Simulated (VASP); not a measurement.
# Fe (Im-3m) in VASP: further runs

Fe is run at these levels: PBE; tasks: single point.

Program: VASP 6.6.1. These are calculated values, not measurements. Logs are shortened: lines on timing, memory, paths and dates and some standing lists are left out, and cuts for length are marked.

### 1 The cell of the first run

It takes space group Im-3m (No. 229, cubic). Conventional cell: a = 2.758 Å, b = 2.758 Å, c = 2.758 Å, α = 90.00°, β = 90.00°, γ = 90.00°. Fe (site symmetry m-3m) has 14 Fe at 2.39 to 2.76 Å within 3.2 Å.

### 2 Single point, PBE

INCAR reads:

```
SYSTEM = Fe
PREC = Accurate
ENCUT = 520
EDIFF = 1E-7
ISMEAR = 0
SIGMA = 0.05
LREAL = .FALSE.
LASPH = .TRUE.
NELM = 60
ALGO = Fast
ISIF = 2
LWAVE = .FALSE.
LCHARG = .FALSE.
GGA = PE
NBANDS = 10
```

KPOINTS reads:

```
Automatic mesh
0
G
  22 22 22
  0 0 0
```

POSCAR reads:

```
Fe
1.0
   -1.3789566335      1.3789566335      1.3789566335
    1.3789566335     -1.3789566335      1.3789566335
    1.3789566335      1.3789566335     -1.3789566335
Fe
1
Direct
    0.0000000000      0.0000000000      0.0000000000
```

Potentials or basis: VASP PAW PBE potentials, release 64 (Fe).

On the command line:

```
$ cat potpaw_PBE.64/Fe/POTCAR > POTCAR
$ mpirun -np 1 vasp_std > vasp.out
```

OUTCAR:

```text
SYSTEM = Fe
   PREC = Accurate
   ENCUT = 520
   EDIFF = 1E-7
   ISMEAR = 0
   LREAL = .FALSE.
   LASPH = .TRUE.
   NELM = 60
   ISIF = 2
   GGA = PE

 ion  position               nearest neighbor table
   1  0.000  0.000  0.000-

  LATTYP: Found a body centered cubic cell.
 ALAT       =     2.7579132670

  Lattice vectors:

 A1 = (  -1.3789566335,   1.3789566335,   1.3789566335)
 A2 = (   1.3789566335,  -1.3789566335,   1.3789566335)
 A3 = (   1.3789566335,   1.3789566335,  -1.3789566335)

Analysis of symmetry for initial positions (statically):
=====================================================================
 Subroutine PRICEL returns:
 Original cell was already a primitive cell.

 Routine SETGRP: Setting up the symmetry group for a
 body centered cubic supercell.

 Subroutine GETGRP returns: Found 48 space group operations
 (whereof 48 operations were pure point group operations)
 out of a pool of 48 trial point group operations.

The static configuration has the point symmetry O_h .

Analysis of symmetry for dynamics (positions and initial velocities):
=====================================================================
 Subroutine PRICEL returns:
 Original cell was already a primitive cell.

 Routine SETGRP: Setting up the symmetry group for a
 body centered cubic supercell.

 Subroutine GETGRP returns: Found 48 space group operations
 (whereof 48 operations were pure point group operations)
 out of a pool of 48 trial point group operations.

The dynamic configuration has the point symmetry O_h .

 Subroutine INISYM returns: Found 48 space group operations
 (whereof 48 operations are pure point group operations),
 and found     1 'primitive' translations

----------------------------------------------------------------------------------------

                                     Primitive cell

  volume of cell :      10.4885

  direct lattice vectors                    reciprocal lattice vectors
    -1.378956634  1.378956634  1.378956634     0.000000000  0.362592984  0.362592984
     1.378956634 -1.378956634  1.378956634     0.362592984  0.000000000  0.362592984
     1.378956634  1.378956634 -1.378956634     0.362592984  0.362592984  0.000000000

  length of vectors
     2.388422951  2.388422951  2.388422951     0.512783915  0.512783915  0.512783915

  position of ions in fractional coordinates (direct lattice)
     0.000000000  0.000000000  0.000000000

  ion indices of the primitive-cell ions
   primitive index   ion index
                 1           1

----------------------------------------------------------------------------------------

 KPOINTS: Automatic mesh

Automatic generation of k-mesh.
 Grid dimensions read from file:
 generate k-points for:   22   22   22

 Generating k-lattice:

  Cartesian coordinates                     Fractional coordinates (reciprocal lattice)
     0.000000000  0.016481499  0.016481499     0.045454545  0.000000000  0.000000000
     0.016481499  0.000000000  0.016481499     0.000000000  0.045454545  0.000000000
     0.016481499  0.016481499  0.000000000     0.000000000  0.000000000  0.045454545

  Length of vectors
     0.023308360  0.023308360  0.023308360

  Shift w.r.t. Gamma in fractional coordinates (k-lattice)
     0.000000000  0.000000000  0.000000000

 Subroutine IBZKPT returns following result:
 ===========================================

 Found    328 irreducible k-points:

 Following reciprocal coordinates:
            Coordinates               Weight
  0.000000  0.000000  0.000000      1.000000
  0.045455  0.000000  0.000000     12.000000
  0.090909  0.000000  0.000000     12.000000
  0.136364  0.000000  0.000000     12.000000
  0.181818  0.000000  0.000000     12.000000
  0.227273  0.000000  0.000000     12.000000
[... 16 lines left out ...]
  0.090909  0.090909  0.000000     24.000000
  0.136364  0.090909 -0.000000     48.000000
 [... further k-points ...]
   k-points           NKPTS =    328   k-points in BZ     NKDIM =    328   number of bands    NBANDS=     10
   number of dos      NEDOS =    301   number of ions     NIONS =      1
   total plane-waves  NPLWV =   5832
   dimension x,y,z NGX =    18 NGY =   18 NGZ =   18
   dimension x,y,z NGXF=    36 NGYF=   36 NGZF=   36
   ions per type =               1
   NGX,Y,Z   is equivalent  to a cutoff of  12.53, 12.53, 12.53 a.u.
   NGXF,Y,Z  is equivalent  to a cutoff of  25.06, 25.06, 25.06 a.u.
 SYSTEM =  Fe
   PREC   = accura    normal or accurate (medium, high low for compatibility)
   ISTART =      0    job   : 0-new  1-cont  2-samecut
   ICHARG =      2    charge: 1-file 2-atom 10-const
   ISPIN  =      1    spin polarized calculation?
   LNONCOLLINEAR =      F non collinear calculations
   LSORBIT =      F    spin-orbit coupling
   LASPH  =      T    aspherical Exc in radial PAW
   ENCUT  =  520.0 eV  38.22 Ry    6.18 a.u.   4.44  4.44  4.44*2*pi/ulx,y,z
   NELM   =     60;   NELMIN=  2; NELMDL= -5     # of ELM steps
   EDIFF  = 0.1E-06   stopping-criterion for ELM
   LREAL  =      F    real-space projection
   EDIFFG = 0.1E-05   stopping-criterion for IOM
   NSW    =      0    number of steps for IOM
   IBRION =     -1    ionic relax: 0-MD 1-quasi-New 2-CG
   NFREE  =      0    steps in history (QN), initial steepest desc. (CG)
   ISIF   =      2    stress and relaxation
   ISYM   =      2    0-nonsym 1-usesym 2-fastsym
   POTIM  = 0.5000    time-step for ionic-motion
   TEBEG  =    0.0;   TEEND  =   0.0 temperature during run
   PSTRESS=    0.0 pullay stress
   NELECT =       8.0000    total number of electrons
   NUPDOWN=      -1.0000    fix difference up-down
   EMIN   =  10.00;   EMAX   =-10.00  energy-range for DOS
   EFERMI =   0.00;   METHOD = LEGACY
   ISMEAR =     0;   SIGMA  =   0.05  broadening in eV -4-tet -1-fermi 0-gaus
   EFERMI_NEDOS =   21; number of points for ismear=-14 and -15
   IALGO  =     68    algorithm
   IMIX   =      4    mixing-type and parameters
     AMIX     =   0.40;   BMIX     =  1.00
     AMIX_MAG =   1.60;   BMIX_MAG =  1.00
  volume/ion in A,a.u.               =      10.49        70.78
  Fermi-wavevector in a.u.,A,eV,Ry     =   1.495779  2.826613 30.441078  2.237356
  Thomas-Fermi vector in A             =   2.607880
   LORBIT       =      0    0 simple, 1 ext, 2 COOP (PROOUT), +10 PAW based schemes
   GGA     = PE    functional components
   LHFCALC =     F    Hartree Fock is set to
   AEXX    =    0.0000 exact exchange contribution
   IVDW    =     0    specifies the selected vdW correction
   LEPSILON=     F    determine dielectric tensor
   LRPA    =     F    only Hartree local field effects (RPA)
 non-spin polarized calculation
 RMM-DIIS sequential band-by-band and
 Gauss-broadening in eV      SIGMA  =   0.05
  energy-cutoff  :      520.00
  volume of cell :       10.49
 maximum number of plane-waves:       321
 NGX is ok and might be reduce to    18
   NGX =  9   NGY =  9   NGZ =  9

 number of electron       7.9999995 magnetization

 Free energy of the ion-electron system (eV)
  ---------------------------------------------------
  ext. energy  EPLUGINS =         0.00000000
  ---------------------------------------------------
  free energy    TOTEN  =        -7.76635419 eV

  energy without entropy =       -7.76229725  energy(sigma->0) =       -7.76432572

 E-fermi :   6.7384     XC(G=0): -13.6189

 val. band max:        6.7369600142   @ k =   0.1818   0.0455   0.0455
 cond. band min:       6.7390940151   @ k =   0.3636   0.0909   0.0909
 fundamental gap:      0.0021340010
 Fermi energy:         6.7384206610

 k-point     1 :       0.0000    0.0000    0.0000
  band No.  band energies     occupation
      1      -2.1588      2.00000
      2       4.9410      2.00000
      3       4.9410      2.00000
      4       4.9410      2.00000
      5       6.6825      1.88611
      6       6.6825      1.88610
      7      32.3959      0.00000
      8      32.3959      0.00000
      9      32.3959      0.00000
     10      38.1782      0.00000

 k-point     2 :       0.0455    0.0000    0.0000
  band No.  band energies     occupation
      1      -2.0670      2.00000
      2       4.9124      2.00000
      3       4.9380      2.00000
      4       4.9944      2.00000
      5       6.6518      1.98574
      6       6.6848      1.87065
      7      31.8647      0.00000
      8      32.2930      0.00000
      9      32.3647      0.00000
     10      37.8603      0.00000

 k-point     3 :       0.0909    0.0000    0.0000
  band No.  band energies     occupation
      1      -1.7957      2.00000
      2       4.8294      2.00000
      3       4.9237      2.00000
      4       5.1519      2.00000
      5       6.5721      2.00000
      6       6.6920      1.81091
      7      30.5411      0.00000
      8      31.9280      0.00000
      9      32.2803      0.00000
     10      37.4126      0.00000

 k-point     4 :       0.1364    0.0000    0.0000
  band No.  band energies     occupation
      1      -1.3571      2.00000
      2       4.7004      2.00000
      3       4.8853      2.00000
      4       5.4060      2.00000
      5       6.4779      2.00000
      6       6.7052      1.65195
      7      28.7838      0.00000
      8      31.2399      0.00000
      9      32.1640      0.00000
     10      37.1935      0.00000
[... 222 lines left out ...]
 k-point    22 :       0.4545    0.0455   -0.0000
  band No.  band energies     occupation
      1       1.8755      2.00000
      2       3.6569      2.00000
      3       6.5110      2.00000
      4       6.6665      1.95807
      5       7.2676      0.00000
      6       8.4017      0.00000
      7      15.4258      0.00000
      8      25.4754      0.00000
      9      28.0554      0.00000
     10      32.0105      0.00000

 k-point    23 :       0.0909    0.0909    0.0000
  band No.  band energies     occupation
      1      -1.1003      2.00000
      2       4.6876      2.00000
      3       4.7657      2.00000
      4       5.5912      2.00000
      5       6.4049      2.00000
      6       6.7415      0.93067
      7      28.4189      0.00000
      8      29.6886      0.00000
      9      32.8512      0.00000
     10      34.8115      0.00000

 k-point    24 :       0.1364    0.0909   -0.0000
  band No.  band energies     occupation
      1      -0.5295      2.00000
      2       4.5419      2.00000
      3       4.6638      2.00000
      4       5.9477      2.00000
      5       6.3309      2.00000
      6       6.7848      0.18965
      7      26.7622      0.00000
      8      28.5150      0.00000
      9      32.8447      0.00000
     10      33.4116      0.00000

 [... further k-points ...]
[... 5 lines left out ...]
  --------------------------------------------------------------------------------------
  -------------------------------------------------------------------------------------
  Total       -0.0328643     -0.0328643     -0.0328643     -0.0000000      0.0000000      0.0000000
  in kB       -5.0202311     -5.0202311     -5.0202311     -0.0000000      0.0000000      0.0000000
  external PRESSURE =      -5.0202311 kB  Pullay stress =       0.0000000 kB

 VOLUME and BASIS-vectors are now :
 -----------------------------------------------------------------------------
  energy-cutoff  :      520.00
  volume of cell :       10.49
      direct lattice vectors                 reciprocal lattice vectors
    -1.378956634  1.378956634  1.378956634     0.000000000  0.362592984  0.362592984
     1.378956634 -1.378956634  1.378956634     0.362592984  0.000000000  0.362592984
     1.378956634  1.378956634 -1.378956634     0.362592984  0.362592984  0.000000000

 POSITION                                       TOTAL-FORCE (eV/Angst)
 -----------------------------------------------------------------------------------
      0.00000      0.00000      0.00000         0.000000      0.000000      0.000000
 -----------------------------------------------------------------------------------
    total drift:                                0.000000     -0.000000      0.000000

  FREE ENERGIE OF THE ION-ELECTRON SYSTEM (eV)
  ---------------------------------------------------
  free  energy   TOTEN  =        -7.7663541889 eV

  energy  without entropy=       -7.7622972516  energy(sigma->0) =       -7.76432572
```

Wall time 30 s (1 thread of AMD EPYC 7R13 (Zen 3), shared host); peak memory 0.12 GiB.

What came out:

```yaml
Free_energy: -7.7664 eV
Pressure: -0.5 GPa
Band_gap_on_the_k_mesh: zero (band 4 reaches 7.76 eV, above the bottom of band 5 at 5.66 eV)
```

Levels at points of the mesh, in eV from the Fermi level:
| k point | band 1 | band 2 | band 3 | band 4 | band 5 | band 6 | band 7 | band 8 | band 9 |
| --- | --- | --- | --- | --- | --- | --- | --- | --- | --- |
| (0.00, 0.00, 0.00) | -8.90 | -1.80 | -1.80 | -1.80 | -0.06 | -0.06 | 25.66 | 25.66 | 25.66 |
| (0.50, 0.00, 0.00) | -4.91 | -3.10 | -0.08 | 0.19 | 0.49 | 1.34 | 8.56 | 19.01 | 21.72 |
| (0.50, 0.50, 0.50) | -4.67 | -4.67 | 1.03 | 1.03 | 1.03 | 10.59 | 10.59 | 10.59 | 16.84 |

Caveat: the run has no spin polarisation, though such a crystal can be magnetic. Spin polarisation is off, so any magnetic state and its effect on volume and gap are missing.

### 3 Single point, PBE

This run uses another cell than the first one, of 10.82 Å³/atom, 1.031 times its volume.

INCAR reads:

```
SYSTEM = Fe
ALGO = Normal
EDIFF = 1E-7
ENCUT = 520
GGA = PE
ISIF = 2
ISMEAR = 0
LASPH = .TRUE.
LCHARG = .FALSE.
LREAL = .FALSE.
LWAVE = .FALSE.
NBANDS = 10
NELM = 60
PREC = Accurate
SIGMA = 0.05
```

KPOINTS reads:

```
k-points
0
G
  22 22 22
  0 0 0
```

POSCAR reads:

```
Fe
1.0
   -1.3932011820      1.3932011820      1.3932011820
    1.3932011820     -1.3932011820      1.3932011820
    1.3932011820      1.3932011820     -1.3932011820
Fe
1
Direct
    0.0000000000      0.0000000000      0.0000000000
```

Potentials or basis: VASP PAW PBE potentials, release 64 (Fe).

On the command line:

```
$ cat potpaw_PBE.64/Fe/POTCAR > POTCAR
$ mpirun -np 1 vasp_std > vasp.out
```

Wall time 24 s (1 thread of AMD EPYC 7R13 (Zen 3), shared host); peak memory 0.12 GiB.

The run converged. Its results:

```yaml
Free_energy: -7.7571 eV
Pressure: -8.2 GPa
Band_gap_on_the_k_mesh: zero (band 4 reaches 7.38 eV, above the bottom of band 5 at 5.36 eV)
```

Levels at points of the mesh, in eV from the Fermi level:
```
           k point  band 1  band 2  band 3  band 4  band 5  band 6  band 7  band 8
(0.00, 0.00, 0.00)   -8.71   -1.72   -1.72   -1.72   -0.05   -0.05   25.35   25.35
(0.50, 0.00, 0.00)   -4.72   -2.96   -0.07    0.18    0.49    1.28    8.26   18.74
(0.50, 0.50, 0.50)   -4.46   -4.46    0.98    0.98    0.98   10.35   10.35   10.35
```

Caveat: the run has no spin polarisation, though such a crystal can be magnetic. Spin polarisation is off, so any magnetic state and its effect on volume and gap are missing.

### 4 Single point, PBE

This run uses another cell than the first one, of 12.02 Å³/atom, 1.146 times its volume.

INCAR reads:

```
SYSTEM = Fe
  PREC = Accurate
  ENCUT = 520
  EDIFF = 1E-6
  ISMEAR = 0
  SIGMA = 0.05
  LREAL = .False.
  LASPH = .True.
  NELM = 80
  ALGO = Normal
  ISIF = 2
  LWAVE = .False.
  LCHARG = .False.
  GGA = PE
  NBANDS = 10
```

KPOINTS reads:

```
regular mesh
0
Gamma
  22 22 22
  0 0 0
```

POSCAR reads:

```
Fe
1.0
   -1.4430000000      1.4430000000      1.4430000000
    1.4430000000     -1.4430000000      1.4430000000
    1.4430000000      1.4430000000     -1.4430000000
Fe
1
Direct
    0.0000000000      0.0000000000      0.0000000000
```

On the command line:

```
$ cat potpaw_PBE.64/Fe/POTCAR > POTCAR
$ mpirun -np 1 vasp_std > vasp.out
```

Run time: 29 s. Hardware: 1 thread of AMD EPYC 7R13 (Zen 3), shared host; peak memory 0.13 GiB.

The run converged. Its results:

- Free energy: -7.6176 eV
- Pressure: -26.9 GPa
- Band gap on the k mesh: zero (band 4 reaches 6.15 eV, above the bottom of band 5 at 4.44 eV)

Levels at points of the mesh, in eV from the Fermi level:
| k point | band 1 | band 2 | band 3 | band 4 | band 5 | band 6 | band 7 | band 8 | band 9 |
| --- | --- | --- | --- | --- | --- | --- | --- | --- | --- |
| (0.00, 0.00, 0.00) | -8.10 | -1.48 | -1.48 | -1.48 | -0.04 | -0.04 | 24.30 | 24.30 | 24.30 |
| (0.50, 0.00, 0.00) | -4.13 | -2.54 | -0.07 | 0.15 | 0.51 | 1.09 | 7.32 | 17.84 | 19.54 |
| (0.50, 0.50, 0.50) | -3.81 | -3.81 | 0.84 | 0.84 | 0.84 | 9.60 | 9.60 | 9.60 | 15.37 |

Caveat: the run has no spin polarisation, though such a crystal can be magnetic. Spin polarisation is off, so any magnetic state and its effect on volume and gap are missing.

### 5 Single point, PBE (volume scaled by 0.980)

INCAR reads:

```
SYSTEM = Fe
PREC = Accurate
ENCUT = 600
EDIFF = 1E-6
ISMEAR = 0
SIGMA = 0.05
LREAL = .FALSE.
LASPH = .TRUE.
NELM = 120
ALGO = Normal
ISIF = 2
LWAVE = .FALSE.
LCHARG = .TRUE.
GGA = PE
LELF = .TRUE.
LVHAR = .TRUE.
NBANDS = 14
GGA_COMPAT = .FALSE.
```

KPOINTS reads:

```
regular mesh
0
G
  22 22 22
  0 0 0
```

POSCAR reads:

```
Fe
1.0
   -1.3697016121      1.3697016121      1.3697016121
    1.3697016121     -1.3697016121      1.3697016121
    1.3697016121      1.3697016121     -1.3697016121
Fe
1
Direct
    0.0000000000      0.0000000000      0.0000000000
```

Potentials or basis: VASP PAW PBE potentials, release 64 (Fe_sv).

On the command line:

```
$ cat potpaw_PBE.64/Fe_sv/POTCAR > POTCAR
$ mpirun -np 1 vasp_std > vasp.out
```

It took 33 s on 1 thread of Intel Xeon Platinum 8488C (Sapphire Rapids), shared host; peak memory 0.16 GiB.

The run converged. Its results:

```
Free energy            : -7.8825 eV
Pressure               : 1.6 GPa
Band gap on the k mesh : zero (band 8 reaches 15.01 eV, above the bottom of band 9 at 12.81 eV)
```

Levels at points of the mesh, in eV from the Fermi level:
```csv
k point,band 4,band 5,band 6,band 7,band 8,band 9,band 10,band 11,band 12,band 13
"(0.00, 0.00, 0.00)",-53.00,-9.11,-1.86,-1.86,-1.86,-0.06,-0.06,25.16,25.16,25.16
"(0.50, 0.00, 0.00)",-53.00,-5.09,-3.22,-0.08,0.21,0.37,1.40,8.73,18.79,21.79
"(0.50, 0.50, 0.50)",-53.42,-4.85,-4.85,1.07,1.07,1.07,10.58,10.58,10.58,17.02
```

Caveat: the cell differs from its parent crystal (volume scaled by 0.980); the run has no spin polarisation, though such a crystal can be magnetic. Spin polarisation is off, so any magnetic state and its effect on volume and gap are missing.

### 6 The runs side by side

```tsv
potentials or basis	cell	cutoff (eV)	second run	gap on the mesh (eV)	pressure (GPa)
VASP PAW PBE potentials, release 64 (Fe)	a = 2.388 Å, angles 109.5°, 1 atom	520	-	none	-0.5
VASP PAW PBE potentials, release 64 (Fe)	a = 2.413 Å, angles 109.5°, 1 atom	520	-	none	-8.2
VASP PAW PBE potentials, release 64 (Fe)	a = 2.499 Å, angles 109.5°, 1 atom	520	-	none	-26.9
VASP PAW PBE potentials, release 64 (Fe_sv)	a = 2.372 Å, angles 109.5°, 1 atom	600	valence_matched	none	1.6
```

Alike in all rows: task single point; level PBE; no spin polarisation; k mesh 22 × 22 × 22; smearing gaussian 0.05 eV.

Caveats: the run has no spin polarisation, though such a crystal can be magnetic.

Absolute energies hang on the potentials; compare differences alone.
